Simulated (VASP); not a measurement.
# GaSb (Fm-3m) in VASP: further runs

Runs on GaSb. Level: LDA. Tasks: single point.

Program: VASP 6.6.1. These are calculated values, not measurements. Logs are shortened: lines on timing, memory, paths and dates and some standing lists are left out, and cuts for length are marked.

### 1 The cell of the first run

Symmetry: Fm-3m, No. 225, cubic system. The conventional cell has a = 5.740 Å, b = 5.740 Å, c = 5.740 Å, α = 90.00°, β = 90.00°, γ = 90.00°. Ga (site symmetry m-3m) has 6 Sb at 2.87 Å within 3.8 Å. Sb (site symmetry m-3m) has 6 Ga at 2.87 Å within 3.8 Å.

### 2 Single point, LDA (volume scaled by 1.054 of the coarse rest volume)

INCAR reads:

```
SYSTEM = GaSb
PREC     = Accurate       ! precision mode
ENCUT    = 500            ! plane-wave cutoff, eV
EDIFF    = 1E-6           ! SCF threshold, eV
ISMEAR   = -1             ! smearing method
SIGMA    = 0.15           ! smearing width, eV
LREAL    = .FALSE.        ! projectors in reciprocal space
LASPH    = .TRUE.         ! aspherical terms in the spheres
NELM     = 120            ! most SCF steps
ALGO     = Normal         ! electronic algorithm
ISIF     = 2              ! what is computed and relaxed
LWAVE    = .FALSE.        ! write WAVECAR
LCHARG   = .FALSE.        ! write CHGCAR
GGA      = CA             ! functional
NBANDS   = 16             ! bands
GGA_COMPAT= .FALSE.
```

KPOINTS reads:

```
regular mesh
0
G
  12 12 12
  0 0 0
```

POSCAR reads:

```
GaSb
1.0
    0.0000000000      2.8699000000      2.8699000000
    2.8699000000      0.0000000000      2.8699000000
    2.8699000000      2.8699000000      0.0000000000
Ga Sb
1 1
Direct
    0.0000000000      0.0000000000      0.0000000000
    0.5000000000      0.5000000000      0.5000000000
```

Potentials or basis: VASP PAW LDA potentials, release 64 (Ga_d, Sb).

The run is started by

```sh
$ cat potpaw_LDA.64/Ga_d/POTCAR potpaw_LDA.64/Sb/POTCAR > POTCAR
$ mpirun -np 1 vasp_std > vasp.out
```

OUTCAR:

```text
SYSTEM = GaSb
   PREC = Accurate
   ENCUT = 500
   EDIFF = 1E-6
   ISMEAR = -1
   LREAL = .FALSE.
   LASPH = .TRUE.
   NELM = 120
   ISIF = 2
   GGA = CA

 ion  position               nearest neighbor table
   1  0.000  0.000  0.000-   2 2.87   2 2.87   2 2.87   2 2.87   2 2.87   2 2.87
   2  0.500  0.500  0.500-   1 2.87   1 2.87   1 2.87   1 2.87   1 2.87   1 2.87

  LATTYP: Found a face centered cubic cell.
 ALAT       =     5.7398000000

  Lattice vectors:

 A1 = (   0.0000000000,   2.8699000000,   2.8699000000)
 A2 = (   2.8699000000,   0.0000000000,   2.8699000000)
 A3 = (   2.8699000000,   2.8699000000,   0.0000000000)

Analysis of symmetry for initial positions (statically):
=====================================================================
 Subroutine PRICEL returns:
 Original cell was already a primitive cell.

 Routine SETGRP: Setting up the symmetry group for a
 face centered cubic supercell.

 Subroutine GETGRP returns: Found 48 space group operations
 (whereof 48 operations were pure point group operations)
 out of a pool of 48 trial point group operations.

The static configuration has the point symmetry O_h .

Analysis of symmetry for dynamics (positions and initial velocities):
=====================================================================
 Subroutine PRICEL returns:
 Original cell was already a primitive cell.

 Routine SETGRP: Setting up the symmetry group for a
 face centered cubic supercell.

 Subroutine GETGRP returns: Found 48 space group operations
 (whereof 48 operations were pure point group operations)
 out of a pool of 48 trial point group operations.

The dynamic configuration has the point symmetry O_h .

 Subroutine INISYM returns: Found 48 space group operations
 (whereof 48 operations are pure point group operations),
 and found     1 'primitive' translations

----------------------------------------------------------------------------------------

                                     Primitive cell

  volume of cell :      47.2749

  direct lattice vectors                    reciprocal lattice vectors
     0.000000000  2.869900000  2.869900000    -0.174222098  0.174222098  0.174222098
     2.869900000  0.000000000  2.869900000     0.174222098 -0.174222098  0.174222098
     2.869900000  2.869900000  0.000000000     0.174222098  0.174222098 -0.174222098

  length of vectors
     4.058651503  4.058651503  4.058651503     0.301761526  0.301761526  0.301761526

  position of ions in fractional coordinates (direct lattice)
     0.000000000  0.000000000  0.000000000
     0.500000000  0.500000000  0.500000000

  ion indices of the primitive-cell ions
   primitive index   ion index
                 1           1
                 2           2

----------------------------------------------------------------------------------------

 KPOINTS: regular mesh

Automatic generation of k-mesh.
 Grid dimensions read from file:
 generate k-points for:   12   12   12

 Generating k-lattice:

  Cartesian coordinates                     Fractional coordinates (reciprocal lattice)
    -0.014518508  0.014518508  0.014518508     0.083333333  0.000000000  0.000000000
     0.014518508 -0.014518508  0.014518508     0.000000000  0.083333333  0.000000000
     0.014518508  0.014518508 -0.014518508     0.000000000  0.000000000  0.083333333

  Length of vectors
     0.025146794  0.025146794  0.025146794

  Shift w.r.t. Gamma in fractional coordinates (k-lattice)
     0.000000000  0.000000000  0.000000000

 Subroutine IBZKPT returns following result:
 ===========================================

 Found     72 irreducible k-points:

 Following reciprocal coordinates:
            Coordinates               Weight
  0.000000  0.000000  0.000000      1.000000
  0.083333  0.000000  0.000000      8.000000
  0.166667  0.000000  0.000000      8.000000
  0.250000  0.000000  0.000000      8.000000
  0.333333  0.000000  0.000000      8.000000
  0.416667  0.000000  0.000000      8.000000
[... 16 lines left out ...]
  0.500000  0.166667  0.000000     24.000000
 -0.416667  0.166667  0.000000     24.000000
 [... further k-points ...]
   k-points           NKPTS =     72   k-points in BZ     NKDIM =     72   number of bands    NBANDS=     16
   number of dos      NEDOS =    301   number of ions     NIONS =      2
   total plane-waves  NPLWV =  27000
   dimension x,y,z NGX =    30 NGY =   30 NGZ =   30
   dimension x,y,z NGXF=    60 NGYF=   60 NGZF=   60
   ions per type =               1   1
   NGX,Y,Z   is equivalent  to a cutoff of  12.29, 12.29, 12.29 a.u.
   NGXF,Y,Z  is equivalent  to a cutoff of  24.58, 24.58, 24.58 a.u.
 SYSTEM =  GaSb
   PREC   = accura    normal or accurate (medium, high low for compatibility)
   ISTART =      0    job   : 0-new  1-cont  2-samecut
   ICHARG =      2    charge: 1-file 2-atom 10-const
   ISPIN  =      1    spin polarized calculation?
   LNONCOLLINEAR =      F non collinear calculations
   LSORBIT =      F    spin-orbit coupling
   LASPH  =      T    aspherical Exc in radial PAW
   ENCUT  =  500.0 eV  36.75 Ry    6.06 a.u.   7.40  7.40  7.40*2*pi/ulx,y,z
   NELM   =    120;   NELMIN=  2; NELMDL= -5     # of ELM steps
   EDIFF  = 0.1E-05   stopping-criterion for ELM
   LREAL  =      F    real-space projection
   EDIFFG = 0.1E-04   stopping-criterion for IOM
   NSW    =      0    number of steps for IOM
   IBRION =     -1    ionic relax: 0-MD 1-quasi-New 2-CG
   NFREE  =      0    steps in history (QN), initial steepest desc. (CG)
   ISIF   =      2    stress and relaxation
   ISYM   =      2    0-nonsym 1-usesym 2-fastsym
   POTIM  = 0.5000    time-step for ionic-motion
   TEBEG  =    0.0;   TEEND  =   0.0 temperature during run
   PSTRESS=    0.0 pullay stress
   NELECT =      18.0000    total number of electrons
   NUPDOWN=      -1.0000    fix difference up-down
   EMIN   =  10.00;   EMAX   =-10.00  energy-range for DOS
   EFERMI =   0.00;   METHOD = LEGACY
   ISMEAR =    -1;   SIGMA  =   0.15  broadening in eV -4-tet -1-fermi 0-gaus
   EFERMI_NEDOS =   21; number of points for ismear=-14 and -15
   IALGO  =     38    algorithm
   IMIX   =      4    mixing-type and parameters
     AMIX     =   0.40;   BMIX     =  1.00
     AMIX_MAG =   1.60;   BMIX_MAG =  1.00
  volume/ion in A,a.u.               =      23.64       159.51
  Fermi-wavevector in a.u.,A,eV,Ry     =   1.186558  2.242269 19.155907  1.407919
  Thomas-Fermi vector in A             =   2.322728
   LORBIT       =      0    0 simple, 1 ext, 2 COOP (PROOUT), +10 PAW based schemes
   GGA     = CA    functional components
   LHFCALC =     F    Hartree Fock is set to
   AEXX    =    0.0000 exact exchange contribution
   IVDW    =     0    specifies the selected vdW correction
   LEPSILON=     F    determine dielectric tensor
   LRPA    =     F    only Hartree local field effects (RPA)
 non-spin polarized calculation
  energy-cutoff  :      500.00
  volume of cell :       47.27
 maximum number of plane-waves:      1243
 NGX is ok and might be reduce to    30
   NGX = 15   NGY = 15   NGZ = 15

 number of electron      17.9999987 magnetization

 Free energy of the ion-electron system (eV)
  ---------------------------------------------------
  ext. energy  EPLUGINS =         0.00000000
  ---------------------------------------------------
  free energy    TOTEN  =        -8.39103872 eV

  energy without entropy =       -8.30808551  energy(sigma->0) =       -8.34956212

 E-fermi :   6.4456     XC(G=0): -10.5161

 val. band max:        6.4326682017   @ k =   0.5000   0.0833   0.0000
 cond. band min:       6.4649610397   @ k =  -0.4167   0.2500   0.0000
 fundamental gap:      0.0322928380
 Fermi energy:         6.4455911581

 k-point     1 :       0.0000    0.0000    0.0000
  band No.  band energies     occupation
      1      -8.4683      2.00000
      2      -8.4683      2.00000
      3      -8.4460      2.00000
      4      -8.4460      2.00000
      5      -8.4460      2.00000
      6      -5.5294      2.00000
[... 8 lines left out ...]
     15      12.8113      0.00000
     16      12.8113      0.00000

 k-point     2 :       0.0833    0.0000    0.0000
  band No.  band energies     occupation
      1      -8.4695      2.00000
      2      -8.4695      2.00000
      3      -8.4461      2.00000
      4      -8.4452      2.00000
      5      -8.4452      2.00000
      6      -5.4404      2.00000
[... 8 lines left out ...]
     15      13.0006      0.00000
     16      13.0006      0.00000

 k-point     3 :       0.1667    0.0000    0.0000
  band No.  band energies     occupation
      1      -8.4731      2.00000
      2      -8.4731      2.00000
      3      -8.4465      2.00000
      4      -8.4426      2.00000
      5      -8.4426      2.00000
      6      -5.1749      2.00000
[... 8 lines left out ...]
     15      13.5258      0.00000
     16      13.5258      0.00000

 k-point     4 :       0.2500    0.0000    0.0000
  band No.  band energies     occupation
      1      -8.4783      2.00000
      2      -8.4783      2.00000
      3      -8.4473      2.00000
      4      -8.4388      2.00000
      5      -8.4388      2.00000
      6      -4.7402      2.00000
[... 8 lines left out ...]
     15      14.3528      0.00000
     16      14.3528      0.00000
[... 324 lines left out ...]
 k-point    22 :       0.4167    0.1667    0.0000
  band No.  band energies     occupation
      1      -8.5045      2.00000
      2      -8.4756      2.00000
      3      -8.4483      2.00000
      4      -8.4346      2.00000
      5      -8.4299      2.00000
      6      -3.6432      2.00000
[... 8 lines left out ...]
     15      17.6526      0.00000
     16      17.6879      0.00000

 k-point    23 :       0.5000    0.1667    0.0000
  band No.  band energies     occupation
      1      -8.5045      2.00000
      2      -8.4811      2.00000
      3      -8.4468      2.00000
      4      -8.4340      2.00000
      5      -8.4287      2.00000
      6      -3.0438      2.00000
[... 8 lines left out ...]
     15      17.7569      0.00000
     16      17.9333      0.00000

 k-point    24 :      -0.4167    0.1667    0.0000
  band No.  band energies     occupation
      1      -8.5006      2.00000
      2      -8.4852      2.00000
      3      -8.4456      2.00000
      4      -8.4342      2.00000
      5      -8.4297      2.00000
      6      -2.9143      2.00000
[... 8 lines left out ...]
     15      16.1733      0.00000
     16      16.4899      0.00000

 [... further k-points ...]
[... 5 lines left out ...]
  --------------------------------------------------------------------------------------
  -------------------------------------------------------------------------------------
  Total       -0.7997316     -0.7997316     -0.7997316      0.0000000      0.0000000      0.0000000
  in kB      -27.1034489    -27.1034489    -27.1034489      0.0000000      0.0000000      0.0000000
  external PRESSURE =     -27.1034489 kB  Pullay stress =       0.0000000 kB

 VOLUME and BASIS-vectors are now :
 -----------------------------------------------------------------------------
  energy-cutoff  :      500.00
  volume of cell :       47.27
      direct lattice vectors                 reciprocal lattice vectors
     0.000000000  2.869900000  2.869900000    -0.174222098  0.174222098  0.174222098
     2.869900000  0.000000000  2.869900000     0.174222098 -0.174222098  0.174222098
     2.869900000  2.869900000  0.000000000     0.174222098  0.174222098 -0.174222098

 POSITION                                       TOTAL-FORCE (eV/Angst)
 -----------------------------------------------------------------------------------
      0.00000      0.00000      0.00000         0.000000      0.000000      0.000000
      2.86990      2.86990      2.86990        -0.000000     -0.000000     -0.000000
 -----------------------------------------------------------------------------------
    total drift:                               -0.000000      0.000000      0.000000

  FREE ENERGIE OF THE ION-ELECTRON SYSTEM (eV)
  ---------------------------------------------------
  free  energy   TOTEN  =        -8.3910387210 eV

  energy  without entropy=       -8.3080855150  energy(sigma->0) =       -8.34956212
```

It took 78 s on 1 thread of Intel Xeon 8259CL, shared host; peak memory 0.19 GiB.

What came out:

| Item | Value |
| --- | --- |
| Free energy | -8.3910 eV |
| Pressure | -2.7 GPa |
| Band gap on the k mesh | zero (band 9 reaches 7.38 eV, above the bottom of band 10 at 4.05 eV) |

Caveat: spin-orbit coupling is left out, which moves the levels of the heavy elements.

### 3 Single point, LDA (volume scaled by 0.872 of the coarse rest volume)

INCAR reads:

```
ALGO = Normal
EDIFF = 1E-6
ENCUT = 500
GGA_COMPAT = False
ISIF = 2
ISMEAR = -1
LASPH = True
LCHARG = False
LREAL = False
LWAVE = False
NBANDS = 16
NELM = 120
PREC = Accurate
SIGMA = 0.15
```

KPOINTS reads:

```
k-points
0
Gamma
  14 14 14
```

POSCAR reads:

```
GaSb
1.0
    0.0000000000      2.6941000000      2.6941000000
    2.6941000000      0.0000000000      2.6941000000
    2.6941000000      2.6941000000      0.0000000000
Ga Sb
1 1
Direct
    0.0000000000      0.0000000000      0.0000000000
    0.5000000000      0.5000000000      0.5000000000
```

Potentials or basis: VASP PAW LDA potentials, release 64 (Ga_d, Sb).

The run is started by

```sh
$ cat potpaw_LDA.64/Ga_d/POTCAR potpaw_LDA.64/Sb/POTCAR > POTCAR
$ mpirun -np 1 vasp_std > vasp.out
```

OUTCAR:

```text
EDIFF = 1E-6
   ENCUT = 500
   ISIF = 2
   ISMEAR = -1
   LASPH = True
   LREAL = False
   NELM = 120
   PREC = Accurate

 ion  position               nearest neighbor table
   1  0.000  0.000  0.000-   2 2.69   2 2.69   2 2.69   2 2.69   2 2.69   2 2.69
   2  0.500  0.500  0.500-   1 2.69   1 2.69   1 2.69   1 2.69   1 2.69   1 2.69

  LATTYP: Found a face centered cubic cell.
 ALAT       =     5.3882000000

  Lattice vectors:

 A1 = (   0.0000000000,   2.6941000000,   2.6941000000)
 A2 = (   2.6941000000,   0.0000000000,   2.6941000000)
 A3 = (   2.6941000000,   2.6941000000,   0.0000000000)

Analysis of symmetry for initial positions (statically):
=====================================================================
 Subroutine PRICEL returns:
 Original cell was already a primitive cell.

 Routine SETGRP: Setting up the symmetry group for a
 face centered cubic supercell.

 Subroutine GETGRP returns: Found 48 space group operations
 (whereof 48 operations were pure point group operations)
 out of a pool of 48 trial point group operations.

The static configuration has the point symmetry O_h .

Analysis of symmetry for dynamics (positions and initial velocities):
=====================================================================
 Subroutine PRICEL returns:
[... 153 lines left out ...]

  energy without entropy =       -8.11330733  energy(sigma->0) =       -8.14471880

 E-fermi :   8.8594     XC(G=0): -11.4078

 val. band max:        8.8382199305   @ k =   0.1429   0.0714   0.0000
 cond. band min:       8.8661636987   @ k =   0.5000   0.2143   0.0000
 fundamental gap:      0.0279437682
 Fermi energy:         8.8594161481

 k-point     1 :       0.0000    0.0000    0.0000
  band No.  band energies     occupation
      1      -6.3711      2.00000
      2      -6.3711      2.00000
      3      -6.3417      2.00000
      4      -6.3417      2.00000
      5      -6.3417      2.00000
      6      -4.7085      2.00000
[... 433 lines left out ...]
      3      -6.3492      2.00000
      4      -6.3280      2.00000
      5      -6.3229      2.00000
      6      -3.5468      2.00000
[... 8 lines left out ...]
     15      18.5707      0.00000
     16      18.6284      0.00000

 [... further k-points ...]
[... 5 lines left out ...]
  --------------------------------------------------------------------------------------
  -------------------------------------------------------------------------------------
  Total        3.4757022      3.4757022      3.4757022     -0.0000000      0.0000000     -0.0000000
  in kB      142.3908264    142.3908264    142.3908264     -0.0000000      0.0000000     -0.0000000
  external PRESSURE =     142.3908264 kB  Pullay stress =       0.0000000 kB

 VOLUME and BASIS-vectors are now :
 -----------------------------------------------------------------------------
  energy-cutoff  :      500.00
  volume of cell :       39.11
      direct lattice vectors                 reciprocal lattice vectors
     0.000000000  2.694100000  2.694100000    -0.185590735  0.185590735  0.185590735
     2.694100000  0.000000000  2.694100000     0.185590735 -0.185590735  0.185590735
     2.694100000  2.694100000  0.000000000     0.185590735  0.185590735 -0.185590735

 POSITION                                       TOTAL-FORCE (eV/Angst)
 -----------------------------------------------------------------------------------
      0.00000      0.00000      0.00000        -0.000000     -0.000000     -0.000000
      2.69410      2.69410      2.69410         0.000000      0.000000      0.000000
 -----------------------------------------------------------------------------------
    total drift:                               -0.000000     -0.000000      0.000000

  FREE ENERGIE OF THE ION-ELECTRON SYSTEM (eV)
  ---------------------------------------------------
  free  energy   TOTEN  =        -8.1761302674 eV

  energy  without entropy=       -8.1133073260  energy(sigma->0) =       -8.14471880
```

OSZICAR:

```text
N       E                     dE             d eps       ncg     rms          rms(c)
DAV:   1     0.791115547645E+02    0.79112E+02   -0.84322E+03  3416   0.155E+03
DAV:   2    -0.243610428205E+01   -0.81548E+02   -0.78492E+02  3888   0.301E+02
DAV:   3    -0.814097645753E+01   -0.57049E+01   -0.56751E+01  4112   0.621E+01
DAV:   4    -0.822656742653E+01   -0.85591E-01   -0.85576E-01  4040   0.836E+00
DAV:   5    -0.822850305317E+01   -0.19356E-02   -0.19356E-02  4136   0.116E+00    0.351E+00
DAV:   6    -0.818884414334E+01    0.39659E-01   -0.54447E-02  4320   0.481E+00    0.201E+00
DAV:   7    -0.817696998360E+01    0.11874E-01   -0.87467E-03  5032   0.141E+00    0.390E-01
DAV:   8    -0.817612007732E+01    0.84991E-03   -0.15812E-03  4320   0.650E-01    0.358E-02
DAV:   9    -0.817612940229E+01   -0.93250E-05   -0.71847E-05  4248   0.101E-01    0.179E-02
DAV:  10    -0.817613026743E+01   -0.86514E-06   -0.44722E-06  4200   0.258E-02
   1 F= -.81761303E+01 E0= -.81447188E+01  d E =-.628229E-01
```

Wall time 85 s (1 thread of Intel Xeon 8259CL, shared host); peak memory 0.19 GiB.

What came out:

```yaml
Free_energy: -8.1761 eV
Pressure: 14.2 GPa
Band_gap_on_the_k_mesh: zero (band 9 reaches 10.01 eV, above the bottom of band 10 at 5.78 eV)
```

Caveat: spin-orbit coupling is left out, which moves the levels of the heavy elements.
